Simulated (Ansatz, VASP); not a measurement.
## One calculation of ZnS, two programs

```
CELL_PARAMETERS angstrom
3.84556 0.00000 0.00000
-1.92278 3.33035 0.00000
0.00000 0.00000 6.30372
ATOMIC_POSITIONS crystal
Zn 0.26274 0.62742 0.00520
Zn 0.73726 0.37258 0.50520
S 0.39038 0.69838 0.37980
S 0.60962 0.30162 0.87980
```

Change from the starting cell: mode 4 frozen in at -0.196 Å and mode 5 at -0.131 Å (largest displacements).

Alike in both runs: task single point; functional PBE; k mesh 9 × 9 × 4; occupations gaussian, width 0.05 eV; no spin polarisation.

```csv
,VASP,Ansatz
version,VASP 6.6.1,Ansatz 0.2.0
potentials or method,"VASP PAW PBE potentials, release 64 (Zn, S), cutoff 520 eV","scalar-relativistic, plane waves, PAW"
valence electrons in the cell,36,36
```

Ansatz gave:

```
gap on the k mesh at the Fermi level (eV)                     : 1.93
least direct gap on the mesh (eV)                             : 1.93
pressure (GPa)                                                : -0.4
traceless stress, the component that is largest in VASP (GPa) : 0.54
rms of the force components (eV/Å)                            : 0.156
```

Problem. Which values does VASP return?

Solution. gap on the k mesh at the Fermi level (eV): 1.93; least direct gap on the mesh (eV): 1.93; pressure (GPa): -0.3; traceless stress, the component that is largest in VASP (GPa): 0.55; rms of the force components (eV/Å): 0.155.

Atom by atom the forces differ by 0.002 eV/Å (rms over components). With one functional, cell and mesh, what is left measures potentials, basis and numerics.
